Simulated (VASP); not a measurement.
# Sn (Fmmm) in VASP: single point with PBEsol

Aim: the single point of Sn with PBEsol.

All numbers are computed with VASP 6.6.1; they aren't measurements. Logs are shortened: lines on timing, memory, paths and dates and some standing lists are left out, and cuts for length are marked.

## 1. The cell of the first run

It takes space group Fmmm (No. 69, orthorhombic). The conventional cell has a = 3.469 Å, b = 6.061 Å, c = 10.402 Å, α = 90.00°, β = 90.00°, γ = 90.00°. Sn (site symmetry m2m) has 3 Sn at 1.74 to 2.16 Å within 2.3 Å.

## 2. Single point, PBEsol (C replaced by Sn, lengths x 1.497, strained)

File INCAR:

```
  PREC = Accurate
  ENCUT = 520
  EDIFF = 1E-7
  ISMEAR = 0
  SIGMA = 0.1
  LREAL = F
  LASPH = T
  NELM = 100
  ALGO = Normal
  ISIF = 2
  LWAVE = F
  LCHARG = F
  GGA = PS
  NBANDS = 21
```

File KPOINTS:

```
Automatic mesh
0
Gamma
  6 6 6
```

File POSCAR:

```
Sn
1.0
    0.0000000000      3.0306577971      5.2011840789
    1.7347309038      0.0000000000      5.2011840789
    1.7347309038      3.0306577971      0.0000000000
Sn
2
Direct
    0.1431627127      0.8568372873      0.1431627127
    0.8568372873      0.1431627127      0.8568372873
```

Potentials or basis: VASP PAW PBE potentials, release 64 (Sn_d).

Run with:

```
> cat potpaw_PBE.64/Sn_d/POTCAR > POTCAR
> mpirun -np 1 vasp_std > vasp.out
```

OUTCAR:

```text
PREC = Accurate
   ENCUT = 520
   EDIFF = 1E-7
   ISMEAR = 0
   LREAL = F
   LASPH = T
   NELM = 100
   ISIF = 2
   GGA = PS

 ion  position               nearest neighbor table
   1  0.143  0.857  0.143-   2 1.74   2 2.16   2 2.16
   2  0.857  0.143  0.857-   1 1.74   1 2.16   1 2.16

 -----------------------------------------------------------------------------
|                                                                             |
|           W    W    AA    RRRRR   N    N  II  N    N   GGGG   !!!           |
|           W    W   A  A   R    R  NN   N  II  NN   N  G    G  !!!           |
|           W    W  A    A  R    R  N N  N  II  N N  N  G       !!!           |
|           W WW W  AAAAAA  RRRRR   N  N N  II  N  N N  G  GGG   !            |
|           WW  WW  A    A  R   R   N   NN  II  N   NN  G    G                |
|           W    W  A    A  R    R  N    N  II  N    N   GGGG   !!!           |
|                                                                             |
|     The distance between some ions is very small. Please check the          |
|     nearest-neighbor list in the OUTCAR file.                               |
|     I HOPE YOU KNOW WHAT YOU ARE DOING!                                     |
|                                                                             |
 -----------------------------------------------------------------------------

  LATTYP: Found a face centered orthorhombic cell.
 ALAT       =     3.4694618076
 B/A-ratio  =     1.7470477931
 C/A-ratio  =     2.9982656489

  Lattice vectors:

 A1 = (   0.0000000000,   3.0306577971,   5.2011840789)
 A2 = (   1.7347309038,   0.0000000000,   5.2011840789)
 A3 = (   1.7347309038,   3.0306577971,   0.0000000000)

Analysis of symmetry for initial positions (statically):
=====================================================================
 Subroutine PRICEL returns:
 Original cell was already a primitive cell.

 Routine SETGRP: Setting up the symmetry group for a
 face centered orthorhombic supercell.

 Subroutine GETGRP returns: Found  8 space group operations
 (whereof  8 operations were pure point group operations)
 out of a pool of  8 trial point group operations.

The static configuration has the point symmetry D_2h.

Analysis of symmetry for dynamics (positions and initial velocities):
=====================================================================
 Subroutine PRICEL returns:
 Original cell was already a primitive cell.

 Routine SETGRP: Setting up the symmetry group for a
 face centered orthorhombic supercell.

 Subroutine GETGRP returns: Found  8 space group operations
 (whereof  8 operations were pure point group operations)
 out of a pool of  8 trial point group operations.

The dynamic configuration has the point symmetry D_2h.

 Subroutine INISYM returns: Found  8 space group operations
 (whereof  8 operations are pure point group operations),
 and found     1 'primitive' translations

----------------------------------------------------------------------------------------

                                     Primitive cell

  volume of cell :      54.6892

  direct lattice vectors                    reciprocal lattice vectors
     0.000000000  3.030657797  5.201184079    -0.288229142  0.164980685  0.096131956
     1.734730904  0.000000000  5.201184079     0.288229142 -0.164980685  0.096131956
     1.734730904  3.030657797  0.000000000     0.288229142  0.164980685 -0.096131956

  length of vectors
     6.019734422  5.482846627  3.492016322     0.345739812  0.345739812  0.345739812

  position of ions in fractional coordinates (direct lattice)
     0.143162713  0.856837287  0.143162713
     0.856837287  0.143162713  0.856837287

  ion indices of the primitive-cell ions
   primitive index   ion index
                 1           1
                 2           2

----------------------------------------------------------------------------------------

 KPOINTS: Automatic mesh

Automatic generation of k-mesh.
 Grid dimensions read from file:
 generate k-points for:    6    6    6

 Generating k-lattice:

  Cartesian coordinates                     Fractional coordinates (reciprocal lattice)
    -0.048038190  0.027496781  0.016021993     0.166666667 -0.000000000  0.000000000
     0.048038190 -0.027496781  0.016021993    -0.000000000  0.166666667 -0.000000000
     0.048038190  0.027496781 -0.016021993     0.000000000  0.000000000  0.166666667

  Length of vectors
     0.057623302  0.057623302  0.057623302

  Shift w.r.t. Gamma in fractional coordinates (k-lattice)
     0.000000000  0.000000000  0.000000000

 Subroutine IBZKPT returns following result:
 ===========================================

 Found     46 irreducible k-points:

 Following reciprocal coordinates:
            Coordinates               Weight
  0.000000  0.000000  0.000000      1.000000
  0.166667 -0.000000  0.000000      8.000000
  0.333333 -0.000000  0.000000      8.000000
  0.500000 -0.000000  0.000000      4.000000
  0.166667  0.166667  0.000000      2.000000
  0.333333  0.166667 -0.000000      8.000000
[... 16 lines left out ...]
 -0.166667  0.166667  0.166667      8.000000
  0.500000  0.333333  0.166667      4.000000
 [... further k-points ...]
   k-points           NKPTS =     46   k-points in BZ     NKDIM =     46   number of bands    NBANDS=     21
   number of dos      NEDOS =    301   number of ions     NIONS =      2
   total plane-waves  NPLWV =  56448
   dimension x,y,z NGX =    48 NGY =   42 NGZ =   28
   dimension x,y,z NGXF=    96 NGYF=   84 NGZF=   56
   ions per type =               2
   NGX,Y,Z   is equivalent  to a cutoff of  13.26, 12.73, 13.33 a.u.
   NGXF,Y,Z  is equivalent  to a cutoff of  26.51, 25.47, 26.66 a.u.
 SYSTEM =  unknown system
   PREC   = accura    normal or accurate (medium, high low for compatibility)
   ISTART =      0    job   : 0-new  1-cont  2-samecut
   ICHARG =      2    charge: 1-file 2-atom 10-const
   ISPIN  =      1    spin polarized calculation?
   LNONCOLLINEAR =      F non collinear calculations
   LSORBIT =      F    spin-orbit coupling
   LASPH  =      T    aspherical Exc in radial PAW
   ENCUT  =  520.0 eV  38.22 Ry    6.18 a.u.  11.19 10.19  6.49*2*pi/ulx,y,z
   NELM   =    100;   NELMIN=  2; NELMDL= -5     # of ELM steps
   EDIFF  = 0.1E-06   stopping-criterion for ELM
   LREAL  =      F    real-space projection
   EDIFFG = 0.1E-05   stopping-criterion for IOM
   NSW    =      0    number of steps for IOM
   IBRION =     -1    ionic relax: 0-MD 1-quasi-New 2-CG
   NFREE  =      0    steps in history (QN), initial steepest desc. (CG)
   ISIF   =      2    stress and relaxation
   ISYM   =      2    0-nonsym 1-usesym 2-fastsym
   POTIM  = 0.5000    time-step for ionic-motion
   TEBEG  =    0.0;   TEEND  =   0.0 temperature during run
   PSTRESS=    0.0 pullay stress
   NELECT =      28.0000    total number of electrons
   NUPDOWN=      -1.0000    fix difference up-down
   EMIN   =  10.00;   EMAX   =-10.00  energy-range for DOS
   EFERMI =   0.00;   METHOD = LEGACY
   ISMEAR =     0;   SIGMA  =   0.10  broadening in eV -4-tet -1-fermi 0-gaus
   EFERMI_NEDOS =   21; number of points for ismear=-14 and -15
   IALGO  =     38    algorithm
   IMIX   =      4    mixing-type and parameters
     AMIX     =   0.40;   BMIX     =  1.00
     AMIX_MAG =   1.60;   BMIX_MAG =  1.00
  volume/ion in A,a.u.               =      27.34       184.53
  Fermi-wavevector in a.u.,A,eV,Ry     =   1.309666  2.474909 23.337040  1.715224
  Thomas-Fermi vector in A             =   2.440249
   LORBIT       =      0    0 simple, 1 ext, 2 COOP (PROOUT), +10 PAW based schemes
   GGA     = PS    functional components
   LHFCALC =     F    Hartree Fock is set to
   AEXX    =    0.0000 exact exchange contribution
   IVDW    =     0    specifies the selected vdW correction
   LEPSILON=     F    determine dielectric tensor
   LRPA    =     F    only Hartree local field effects (RPA)
 non-spin polarized calculation
 Gauss-broadening in eV      SIGMA  =   0.10
  energy-cutoff  :      520.00
  volume of cell :       54.69
 maximum number of plane-waves:      1508
 NGX is ok and might be reduce to    48
   NGX = 23   NGY = 21   NGZ = 13

 number of electron      28.0000002 magnetization

 Free energy of the ion-electron system (eV)
  ---------------------------------------------------
  ext. energy  EPLUGINS =         0.00000000
  ---------------------------------------------------
  free energy    TOTEN  =        12.95886532 eV

  energy without entropy =       12.95902652  energy(sigma->0) =       12.95894592

 E-fermi :   8.4014     XC(G=0):  -9.2451

 val. band max:        8.2232066079   @ k =   0.1667   0.0000   0.1667
 cond. band min:       8.5639988510   @ k =  -0.3333   0.0000   0.3333
 fundamental gap:      0.3407922431
 Fermi energy:         8.4014194915

 k-point     1 :       0.0000    0.0000    0.0000
  band No.  band energies     occupation
      1     -19.6478      2.00000
      2     -18.2328      2.00000
      3     -17.3090      2.00000
      4     -16.4673      2.00000
      5     -16.3090      2.00000
      6     -15.6665      2.00000
[... 13 lines left out ...]
     20      17.6334      0.00000
     21      19.9523      0.00000

 k-point     2 :       0.1667   -0.0000    0.0000
  band No.  band energies     occupation
      1     -19.7357      2.00000
      2     -18.2038      2.00000
      3     -17.8812      2.00000
      4     -16.5129      2.00000
      5     -15.7646      2.00000
      6     -15.7548      2.00000
[... 13 lines left out ...]
     20      17.3332      0.00000
     21      18.7847      0.00000

 k-point     3 :       0.3333   -0.0000    0.0000
  band No.  band energies     occupation
      1     -19.9007      2.00000
      2     -18.5036      2.00000
      3     -18.1411      2.00000
      4     -16.5603      2.00000
      5     -15.9287      2.00000
      6     -15.1244      2.00000
[... 13 lines left out ...]
     20      18.2850      0.00000
     21      20.1010      0.00000

 k-point     4 :       0.5000   -0.0000    0.0000
  band No.  band energies     occupation
      1     -19.9780      2.00000
      2     -18.7380      2.00000
      3     -18.1068      2.00000
      4     -16.5545      2.00000
      5     -16.0169      2.00000
      6     -15.0697      2.00000
[... 13 lines left out ...]
     20      17.3863      0.00000
     21      20.6933      0.00000

 k-point     5 :       0.1667    0.1667    0.0000
  band No.  band energies     occupation
      1     -19.6478      2.00000
      2     -18.2328      2.00000
      3     -17.3090      2.00000
      4     -16.4673      2.00000
      5     -16.3090      2.00000
      6     -15.6664      2.00000
[... 13 lines left out ...]
     20      17.6392      0.00000
     21      19.0453      0.00000

 k-point     6 :       0.3333    0.1667   -0.0000
  band No.  band energies     occupation
      1     -19.7357      2.00000
      2     -18.2038      2.00000
      3     -17.8812      2.00000
      4     -16.5128      2.00000
      5     -15.7645      2.00000
      6     -15.7548      2.00000
[... 13 lines left out ...]
     20      17.3632      0.00000
     21      18.2053      0.00000

 k-point     7 :       0.5000    0.1667    0.0000
  band No.  band energies     occupation
      1     -19.9007      2.00000
      2     -18.5036      2.00000
      3     -18.1411      2.00000
      4     -16.5603      2.00000
      5     -15.9287      2.00000
      6     -15.1243      2.00000
[... 13 lines left out ...]
     20      17.7569      0.00000
     21      18.0825      0.00000
[... 291 lines left out ...]
      1     -19.8700      2.00000
      2     -18.2708      2.00000
      3     -18.1511      2.00000
      4     -16.4689      2.00000
      5     -15.9269      2.00000
      6     -15.2613      2.00000
[... 13 lines left out ...]
     20      17.7457      0.00000
     21      18.5896      0.00000

 k-point    21 :       0.5000    0.1667    0.1667
  band No.  band energies     occupation
      1     -20.0531      2.00000
      2     -18.7657      2.00000
      3     -18.0753      2.00000
      4     -16.4085      2.00000
      5     -16.0689      2.00000
      6     -15.0602      2.00000
[... 13 lines left out ...]
     20      19.0166      0.00000
     21      19.4145      0.00000

 k-point    22 :      -0.3333    0.1667    0.1667
  band No.  band energies     occupation
      1     -20.1068      2.00000
      2     -18.9674      2.00000
      3     -18.0589      2.00000
      4     -16.3362      2.00000
      5     -16.0621      2.00000
      6     -15.0974      2.00000
[... 13 lines left out ...]
     20      18.7345      0.00000
     21      19.4881      0.00000

 k-point    23 :      -0.1667    0.1667    0.1667
  band No.  band energies     occupation
      1     -19.9835      2.00000
      2     -18.7672      2.00000
      3     -18.1225      2.00000
      4     -16.3116      2.00000
      5     -15.8433      2.00000
      6     -15.3768      2.00000
[... 13 lines left out ...]
     20      19.3552      0.00000
     21      20.0686      0.00000

 k-point    24 :       0.5000    0.3333    0.1667
  band No.  band energies     occupation
      1     -19.8700      2.00000
      2     -18.2709      2.00000
      3     -18.1512      2.00000
      4     -16.4688      2.00000
      5     -15.9268      2.00000
      6     -15.2613      2.00000
[... 13 lines left out ...]
     20      17.3821      0.00000
     21      18.1439      0.00000

 [... further k-points ...]
[... 5 lines left out ...]
  --------------------------------------------------------------------------------------
  -------------------------------------------------------------------------------------
  Total       41.3113313    118.8980854     -0.3110326      0.0000000      0.0000000      0.0000000
  in kB     1210.2595995   3483.2464794     -9.1120311      0.0000000      0.0000000      0.0000000
  external PRESSURE =    1561.4646826 kB  Pullay stress =       0.0000000 kB

 VOLUME and BASIS-vectors are now :
 -----------------------------------------------------------------------------
  energy-cutoff  :      520.00
  volume of cell :       54.69
      direct lattice vectors                 reciprocal lattice vectors
     0.000000000  3.030657797  5.201184079    -0.288229142  0.164980685  0.096131956
     1.734730904  0.000000000  5.201184079     0.288229142 -0.164980685  0.096131956
     1.734730904  3.030657797  0.000000000     0.288229142  0.164980685 -0.096131956

 POSITION                                       TOTAL-FORCE (eV/Angst)
 -----------------------------------------------------------------------------------
      1.73473      0.86775      5.20118         0.000000     38.977484      0.000000
      1.73473      5.19356      5.20118         0.000000    -38.977484      0.000000
 -----------------------------------------------------------------------------------
    total drift:                               -0.000000     -0.000000      0.000000

  FREE ENERGIE OF THE ION-ELECTRON SYSTEM (eV)
  ---------------------------------------------------
  free  energy   TOTEN  =        12.9588653173 eV

  energy  without entropy=       12.9590265174  energy(sigma->0) =       12.95894592
```

It took 68 s on 1 thread of Intel Xeon Platinum 8488C (Sapphire Rapids), shared host; peak memory 0.23 GiB.

What came out:

```
Free energy            : 12.9589 eV
Pressure               : 156.1 GPa
Largest force          : 38.977 eV/Å
Band gap on the k mesh : zero (band 14 reaches 10.63 eV, above the bottom of band 15 at 7.35 eV)
```

Forces on the atoms (eV/Å):
```
Sn    0.000  38.977   0.000
Sn    0.000 -38.977   0.000
```

Caveat: the k points lie up to 0.36 Å⁻¹ apart; the cell differs from its parent crystal (C replaced by Sn, lengths x 1.497, strained); the PAW data sets were made with another functional, which shifts forces and pressure a little; spin-orbit coupling is left out, which moves the levels of the heavy elements.
